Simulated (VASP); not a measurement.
# ZrGa2Se2 (P6/mmm) in VASP: further runs

Runs on ZrGa2Se2. Level: PBE. Tasks: single point.

Program: VASP 6.6.1. These are calculated values, not measurements. Logs are shortened: lines on timing, memory, paths and dates and some standing lists are left out, and cuts for length are marked.

## (1) The cell of the first run

The structure is hexagonal, space group P6/mmm (No. 191). Conventional cell: a = 4.900 Å, b = 4.900 Å, c = 5.580 Å, α = 90.00°, β = 90.00°, γ = 120.00°. Within 3.7 Å of Zr (site symmetry 6/mmm) lie 6 Se at 2.83 Å. Ga (site symmetry -6m2) has 2 Se at 2.79 Å and 3 Ga at 2.83 Å within 3.7 Å. Within 3.7 Å of Se (site symmetry -6m2) lie 2 Ga at 2.79 Å and 3 Se at 2.83 Å and 3 Zr at 2.83 Å.

The cell was generated, and may not be a known phase.

## (2) Single point, PBE, collinear spin

Contents of INCAR:

```
PREC = Accurate
ENCUT = 500
EDIFF = 1E-6
ISMEAR = 0
SIGMA = 0.1
LREAL = F
LASPH = T
NELM = 200
ALGO = Normal
ISIF = 2
LWAVE = F
LCHARG = F
ISPIN = 2
MAGMOM = 1 0 0 0 0
LORBIT = 11
LMAXMIX = 4
GGA = PE
NBANDS = 37
GGA_COMPAT = F
```

Contents of KPOINTS:

```
Automatic mesh
0
Gamma
  6 6 4
```

Contents of POSCAR:

```
ZrGa2Se2
1.0
    4.8998876803      0.0000000000      0.0000000000
   -2.4499438402      4.2434272068      0.0000000000
    0.0000000000      0.0000000000      5.5798082985
Zr Ga Se
1 2 2
Direct
    0.0000000000      0.0000000000      0.0000000000
    0.3333333333      0.6666666667      0.5000000000
    0.6666666667      0.3333333333      0.5000000000
    0.3333333333      0.6666666667      0.0000000000
    0.6666666667      0.3333333333      0.0000000000
```

Potentials or basis: VASP PAW PBE potentials, release 64 (Zr_sv, Ga_d, Se).

Command:

```
cat potpaw_PBE.64/Zr_sv/POTCAR potpaw_PBE.64/Ga_d/POTCAR potpaw_PBE.64/Se/POTCAR > POTCAR
mpirun -np 1 vasp_std > vasp.out
```

OUTCAR:

```text
PREC = Accurate
   ENCUT = 500
   EDIFF = 1E-6
   ISMEAR = 0
   LREAL = F
   LASPH = T
   NELM = 200
   ISIF = 2
   ISPIN = 2
   LORBIT = 11
   GGA = PE

 ion  position               nearest neighbor table
   1  0.000  0.000  0.000-   4 2.83   5 2.83   4 2.83   5 2.83   5 2.83   4 2.83
   2  0.333  0.667  0.500-   4 2.79   4 2.79   3 2.83   3 2.83   3 2.83
   3  0.667  0.333  0.500-   5 2.79   5 2.79   2 2.83   2 2.83   2 2.83
   4  0.333  0.667  0.000-   2 2.79   2 2.79   1 2.83   1 2.83   1 2.83
   5  0.667  0.333  0.000-   3 2.79   3 2.79   1 2.83   1 2.83   1 2.83

  LATTYP: Found a hexagonal cell.
 ALAT       =     4.8998876803
 C/A-ratio  =     1.1387624906

  Lattice vectors:

 A1 = (   4.8998876803,   0.0000000000,   0.0000000000)
 A2 = (  -2.4499438402,   4.2434272068,   0.0000000000)
 A3 = (   0.0000000000,   0.0000000000,   5.5798082985)

Analysis of symmetry for initial positions (statically):
=====================================================================
 Subroutine PRICEL returns:
 Original cell was already a primitive cell.

 Routine SETGRP: Setting up the symmetry group for a
 hexagonal supercell.

 Subroutine GETGRP returns: Found 24 space group operations
 (whereof 24 operations were pure point group operations)
 out of a pool of 24 trial point group operations.

The static configuration has the point symmetry D_6h.

Analysis of symmetry for dynamics (positions and initial velocities):
=====================================================================
 Subroutine PRICEL returns:
 Original cell was already a primitive cell.

 Routine SETGRP: Setting up the symmetry group for a
 hexagonal supercell.

 Subroutine GETGRP returns: Found 24 space group operations
 (whereof 24 operations were pure point group operations)
 out of a pool of 24 trial point group operations.

The dynamic configuration has the point symmetry D_6h.

Analysis of structural, dynamic, and magnetic symmetry:
=====================================================================
 Subroutine PRICEL returns:
 Original cell was already a primitive cell.

 Routine SETGRP: Setting up the symmetry group for a
 hexagonal supercell.

 Subroutine GETGRP returns: Found 24 space group operations
 (whereof 24 operations were pure point group operations)
 out of a pool of 24 trial point group operations.

The overall configuration has the point symmetry D_6h.

 Subroutine INISYM returns: Found 24 space group operations
 (whereof 24 operations are pure point group operations),
 and found     1 'primitive' translations

----------------------------------------------------------------------------------------

                                     Primitive cell

  volume of cell :     116.0171

  direct lattice vectors                    reciprocal lattice vectors
     4.899887680  0.000000000  0.000000000     0.204086311  0.117829286  0.000000000
    -2.449943840  4.243427207  0.000000000     0.000000000  0.235658573  0.000000000
     0.000000000  0.000000000  5.579808298     0.000000000  0.000000000  0.179217627

  length of vectors
     4.899887680  4.899887680  5.579808298     0.235658573  0.235658573  0.179217627

  position of ions in fractional coordinates (direct lattice)
     0.000000000  0.000000000  0.000000000
     0.333333333  0.666666667  0.500000000
     0.666666667  0.333333333  0.500000000
     0.333333333  0.666666667  0.000000000
     0.666666667  0.333333333  0.000000000

  ion indices of the primitive-cell ions
   primitive index   ion index
                 1           1
                 2           2
                 3           3
                 4           4
                 5           5

----------------------------------------------------------------------------------------

 KPOINTS: Automatic mesh

Automatic generation of k-mesh.
 Grid dimensions read from file:
 generate k-points for:    6    6    4

 Generating k-lattice:

  Cartesian coordinates                     Fractional coordinates (reciprocal lattice)
     0.034014385  0.019638214  0.000000000     0.166666667  0.000000000  0.000000000
     0.000000000  0.039276429  0.000000000     0.000000000  0.166666667  0.000000000
     0.000000000  0.000000000  0.044804407     0.000000000  0.000000000  0.250000000

  Length of vectors
     0.039276429  0.039276429  0.044804407

  Shift w.r.t. Gamma in fractional coordinates (k-lattice)
     0.000000000  0.000000000  0.000000000

 Subroutine IBZKPT returns following result:
 ===========================================

 Found     21 irreducible k-points:

 Following reciprocal coordinates:
            Coordinates               Weight
  0.000000  0.000000  0.000000      1.000000
  0.166667  0.000000  0.000000      6.000000
  0.333333  0.000000  0.000000      6.000000
  0.500000  0.000000  0.000000      3.000000
  0.166667  0.166667  0.000000      6.000000
  0.333333  0.166667  0.000000     12.000000
[... 13 lines left out ...]
  0.333333  0.166667  0.500000     12.000000
  0.333333  0.333333  0.500000      2.000000
   k-points           NKPTS =     21   k-points in BZ     NKDIM =     21   number of bands    NBANDS=     37
   number of dos      NEDOS =    301   number of ions     NIONS =      5
   total plane-waves  NPLWV =  54432
   dimension x,y,z NGX =    36 NGY =   36 NGZ =   42
   dimension x,y,z NGXF=    72 NGYF=   72 NGZF=   84
   ions per type =               1   2   2
   NGX,Y,Z   is equivalent  to a cutoff of  12.21, 12.21, 12.51 a.u.
   NGXF,Y,Z  is equivalent  to a cutoff of  24.43, 24.43, 25.03 a.u.
 SYSTEM =  unknown system
   PREC   = accura    normal or accurate (medium, high low for compatibility)
   ISTART =      0    job   : 0-new  1-cont  2-samecut
   ICHARG =      2    charge: 1-file 2-atom 10-const
   ISPIN  =      2    spin polarized calculation?
   LNONCOLLINEAR =      F non collinear calculations
   LSORBIT =      F    spin-orbit coupling
   LASPH  =      T    aspherical Exc in radial PAW
   ENCUT  =  500.0 eV  36.75 Ry    6.06 a.u.   8.93  8.93 10.17*2*pi/ulx,y,z
   NELM   =    200;   NELMIN=  2; NELMDL= -5     # of ELM steps
   EDIFF  = 0.1E-05   stopping-criterion for ELM
   LREAL  =      F    real-space projection
   EDIFFG = 0.1E-04   stopping-criterion for IOM
   NSW    =      0    number of steps for IOM
   IBRION =     -1    ionic relax: 0-MD 1-quasi-New 2-CG
   NFREE  =      0    steps in history (QN), initial steepest desc. (CG)
   ISIF   =      2    stress and relaxation
   ISYM   =      2    0-nonsym 1-usesym 2-fastsym
   POTIM  = 0.5000    time-step for ionic-motion
   TEBEG  =    0.0;   TEEND  =   0.0 temperature during run
   PSTRESS=    0.0 pullay stress
   NELECT =      50.0000    total number of electrons
   NUPDOWN=      -1.0000    fix difference up-down
   EMIN   =  10.00;   EMAX   =-10.00  energy-range for DOS
   EFERMI =   0.00;   METHOD = LEGACY
   ISMEAR =     0;   SIGMA  =   0.10  broadening in eV -4-tet -1-fermi 0-gaus
   EFERMI_NEDOS =   21; number of points for ismear=-14 and -15
   IALGO  =     38    algorithm
   IMIX   =      4    mixing-type and parameters
     AMIX     =   0.40;   BMIX     =  1.00
     AMIX_MAG =   1.60;   BMIX_MAG =  1.00
  volume/ion in A,a.u.               =      23.20       156.58
  Fermi-wavevector in a.u.,A,eV,Ry     =   1.236585  2.336808 20.805260  1.529143
  Thomas-Fermi vector in A             =   2.371188
   LORBIT       =     11    0 simple, 1 ext, 2 COOP (PROOUT), +10 PAW based schemes
   GGA     = PE    functional components
   LHFCALC =     F    Hartree Fock is set to
   AEXX    =    0.0000 exact exchange contribution
   IVDW    =     0    specifies the selected vdW correction
   LEPSILON=     F    determine dielectric tensor
   LRPA    =     F    only Hartree local field effects (RPA)
 spin polarized calculation
 Gauss-broadening in eV      SIGMA  =   0.10
  energy-cutoff  :      500.00
  volume of cell :      116.02
 maximum number of plane-waves:      2991
 NGX is ok and might be reduce to    36

 number of electron      50.0000003 magnetization       0.0003482

 Free energy of the ion-electron system (eV)
  ---------------------------------------------------
  ext. energy  EPLUGINS =         0.00000000
  ---------------------------------------------------
  free energy    TOTEN  =       -22.28417335 eV

  energy without entropy =      -22.27611729  energy(sigma->0) =      -22.28014532

 E-fermi :   5.2932     XC(G=0): -10.0268

 val. band max:        5.2577161722   @ k =   0.3333   0.0000   0.5000
 cond. band min:       5.3107825450   @ k =   0.0000   0.0000   0.5000
 fundamental gap:      0.0530663728
 Fermi energy:         5.2932024886

 spin component 1

 k-point     1 :       0.0000    0.0000    0.0000
  band No.  band energies     occupation
      1     -44.7383      1.00000
      2     -22.9876      1.00000
      3     -22.6074      1.00000
      4     -22.6074      1.00000
      5      -9.8973      1.00000
      6      -9.4502      1.00000
[... 29 lines left out ...]
     36      10.7121      0.00000
     37      10.7121      0.00000
[... 768 lines left out ...]
      6      -9.4909      1.00000
[... 29 lines left out ...]
     36      10.3664      0.00000
     37      12.2573      0.00000
 Fermi energy:         5.2932024886

 spin component 2

 k-point     1 :       0.0000    0.0000    0.0000
  band No.  band energies     occupation
      1     -44.7380      1.00000
      2     -22.9868      1.00000
      3     -22.6070      1.00000
      4     -22.6070      1.00000
      5      -9.8974      1.00000
      6      -9.4502      1.00000
[... 29 lines left out ...]
     36      10.7120      0.00000
     37      10.7120      0.00000
[... 798 lines left out ...]
     36      10.3669      0.00000
     37      12.2572      0.00000

------------------------ aborting loop because EDIFF is reached ----------------------------------------

  FORCE on cell =-STRESS in cart. coord.  units (eV):
  Direction    XX          YY          ZZ          XY          YZ          ZX
  --------------------------------------------------------------------------------------
  -------------------------------------------------------------------------------------
  Total        0.1966529      0.1966529      0.0175762     -0.0000000      0.0000000      0.0000000
  in kB        2.7157441      2.7157441      0.2427248     -0.0000000      0.0000000      0.0000000
  external PRESSURE =       1.8914043 kB  Pullay stress =       0.0000000 kB

 VOLUME and BASIS-vectors are now :
 -----------------------------------------------------------------------------
  energy-cutoff  :      500.00
  volume of cell :      116.02
      direct lattice vectors                 reciprocal lattice vectors
     4.899887680  0.000000000  0.000000000     0.204086311  0.117829286  0.000000000
    -2.449943840  4.243427207  0.000000000     0.000000000  0.235658573  0.000000000
     0.000000000  0.000000000  5.579808298     0.000000000  0.000000000  0.179217627

 POSITION                                       TOTAL-FORCE (eV/Angst)
 -----------------------------------------------------------------------------------
      0.00000      0.00000      0.00000        -0.000000      0.000000      0.000000
     -0.00000      2.82895      2.78990        -0.000000     -0.000000      0.000000
      2.44994      1.41448      2.78990         0.000000      0.000000      0.000000
     -0.00000      2.82895      0.00000        -0.000000      0.000000      0.000000
      2.44994      1.41448      0.00000        -0.000000      0.000000     -0.000000
 -----------------------------------------------------------------------------------
    total drift:                                0.000000      0.000000     -0.000000

  FREE ENERGIE OF THE ION-ELECTRON SYSTEM (eV)
  ---------------------------------------------------
  free  energy   TOTEN  =       -22.2841733539 eV

  energy  without entropy=      -22.2761172947  energy(sigma->0) =      -22.28014532

 total charge

# of ion       s       p       d       tot
------------------------------------------
    1        2.133   5.959   1.515   9.607
    2        1.013   0.502   9.946  11.462
    3        1.013   0.502   9.946  11.462
    4        1.485   2.326   0.068   3.879
    5        1.485   2.326   0.068   3.879
--------------------------------------------------
tot          7.129  11.616  21.544  40.289

 magnetization (x)

# of ion       s       p       d       tot
------------------------------------------
    1        0.000   0.000   0.000   0.000
    2        0.000  -0.000   0.000  -0.000
    3        0.000  -0.000   0.000  -0.000
    4        0.000  -0.000   0.000  -0.000
    5        0.000  -0.000   0.000  -0.000
--------------------------------------------------
tot          0.000  -0.000   0.000   0.000
```

Run time: 1.9 min. Hardware: 1 thread of Oxide Virtual Turin-like, shared host; peak memory 0.3 GiB.

Results:

- Free energy: -22.2842 eV
- Pressure: 0.2 GPa
- Band gap on the k mesh: zero (filled and empty bands overlap)
- Net moment: 0.00 μB per cell
- Valence electrons inside the program's atomic spheres: Zr 9.61; Ga 11.46; Se 3.88

Levels at points of the mesh, in eV from the Fermi level:
Spin up:
| k point | band 21 | band 22 | band 23 | band 24 | band 25 | band 26 | band 27 | band 28 | band 29 | band 30 |
| --- | --- | --- | --- | --- | --- | --- | --- | --- | --- | --- |
| (0.00, 0.00, 0.00) | -2.09 | -1.21 | -1.21 | -0.80 | 0.41 | 0.41 | 0.73 | 0.87 | 0.87 | 3.51 |
| (0.50, 0.00, 0.00) | -4.28 | -3.56 | -1.81 | -0.53 | -0.31 | -0.07 | 0.07 | 1.37 | 1.76 | 3.38 |
| (0.00, 0.00, 0.50) | -1.65 | -1.05 | -1.05 | -0.72 | 0.02 | 0.02 | 0.14 | 0.14 | 2.56 | 2.65 |
| (0.50, 0.00, 0.50) | -1.78 | -1.57 | -1.18 | -0.77 | -0.48 | 0.37 | 1.21 | 1.35 | 1.57 | 1.71 |
Spin down:
| k point | band 21 | band 22 | band 23 | band 24 | band 25 | band 26 | band 27 | band 28 | band 29 | band 30 |
| --- | --- | --- | --- | --- | --- | --- | --- | --- | --- | --- |
| (0.00, 0.00, 0.00) | -2.09 | -1.21 | -1.21 | -0.80 | 0.41 | 0.41 | 0.73 | 0.87 | 0.87 | 3.51 |
| (0.50, 0.00, 0.00) | -4.28 | -3.56 | -1.81 | -0.53 | -0.31 | -0.07 | 0.07 | 1.37 | 1.76 | 3.38 |
| (0.00, 0.00, 0.50) | -1.65 | -1.05 | -1.05 | -0.72 | 0.02 | 0.02 | 0.14 | 0.14 | 2.57 | 2.65 |
| (0.50, 0.00, 0.50) | -1.78 | -1.57 | -1.18 | -0.77 | -0.48 | 0.37 | 1.21 | 1.35 | 1.57 | 1.71 |

## (3) Single point, PBE

This run uses another cell than the first one: it holds 10 atoms, not 5.

Contents of INCAR:

```
PREC = Accurate
ENCUT = 500
EDIFF = 1E-6
ISMEAR = 0
SIGMA = 0.2
LREAL = F
LASPH = T
NELM = 120
ALGO = Normal
ISIF = 2
LWAVE = F
LCHARG = F
GGA = PE
NBANDS = 61
GGA_COMPAT = F
```

Contents of KPOINTS:

```
Automatic mesh
0
Gamma
  4 4 4
```

Contents of POSCAR:

```
ZrGa2Se2
1.0
   -2.4518102075      4.2466598498      0.0000000000
    0.0000000000      0.0000000000      5.5141924330
    7.3554306223      4.2466598498      0.0000000000
Zr Ga Se
2 4 4
Direct
    0.0000000000      0.0000000000      0.0000000000
    0.5000000000      0.0000000000      0.5000000000
    0.5000000000      0.5000000000      0.1666666667
    1.0000000000      0.5000000000      0.6666666667
    1.0000000000      0.5000000000      0.3333333333
    0.5000000000      0.5000000000      0.8333333333
    0.5000000000      0.0000000000      0.1666666667
    1.0000000000      0.0000000000      0.6666666667
    1.0000000000      0.0000000000      0.3333333333
    0.5000000000      0.0000000000      0.8333333333
```

Potentials or basis: VASP PAW PBE potentials, release 64 (Zr_sv, Ga_d, Se).

Command:

```
cat potpaw_PBE.64/Zr_sv/POTCAR potpaw_PBE.64/Ga_d/POTCAR potpaw_PBE.64/Se/POTCAR > POTCAR
mpirun -np 1 vasp_std > vasp.out
```

It took 5.1 min on 1 thread of Oxide Virtual Turin-like, shared host; peak memory 0.44 GiB.

The run converged. Its results:

- Free energy: -44.5513 eV
- Pressure: 0.5 GPa
- Largest force: 0.048 eV/Å
- Band gap on the k mesh: zero (bands 50 and 51 overlap by 0.73 eV)

Forces in eV/Å, atoms in the order of the input:
```
Zr   0.000  0.000  0.000
Zr   0.000  0.000  0.000
Ga  -0.035 -0.020  0.000
Ga  -0.035 -0.020  0.000
Ga   0.035  0.020  0.000
Ga   0.035  0.020  0.000
Se   0.042  0.024  0.000
Se   0.042  0.024  0.000
Se  -0.042 -0.024  0.000
Se  -0.042 -0.024  0.000
```

Stress tensor (GPa, compression positive):
```
-0.02 -0.59  0.00
-0.59  0.67  0.00
 0.00  0.00  0.81
```

Levels at points of the mesh, in eV from the Fermi level:
| k point | band 48 | band 49 | band 50 | band 51 | band 52 | band 53 |
| --- | --- | --- | --- | --- | --- | --- |
| (0.00, 0.00, 0.00) | -0.63 | -0.33 | -0.06 | 0.06 | 0.40 | 0.41 |
| (0.50, 0.00, 0.00) | -1.64 | -0.31 | -0.31 | 0.78 | 0.78 | 1.06 |
| (0.00, 0.50, 0.00) | -0.66 | -0.57 | -0.02 | -0.02 | 0.08 | 0.09 |
| (0.50, 0.50, 0.00) | -0.29 | 0.02 | 0.02 | 0.30 | 0.30 | 0.35 |
| (0.00, 0.00, 0.50) | -1.59 | 0.11 | 0.11 | 0.22 | 0.22 | 0.39 |
| (0.50, 0.00, 0.50) | -0.62 | -0.32 | -0.32 | -0.06 | -0.06 | 0.06 |
| (0.00, 0.50, 0.50) | -1.18 | -0.29 | -0.29 | -0.26 | -0.26 | 1.09 |
| (0.50, 0.50, 0.50) | -0.80 | -0.56 | -0.56 | 0.42 | 0.42 | 1.29 |

The gap in the log of VASP goes by the Fermi energy; the results here count the filled bands.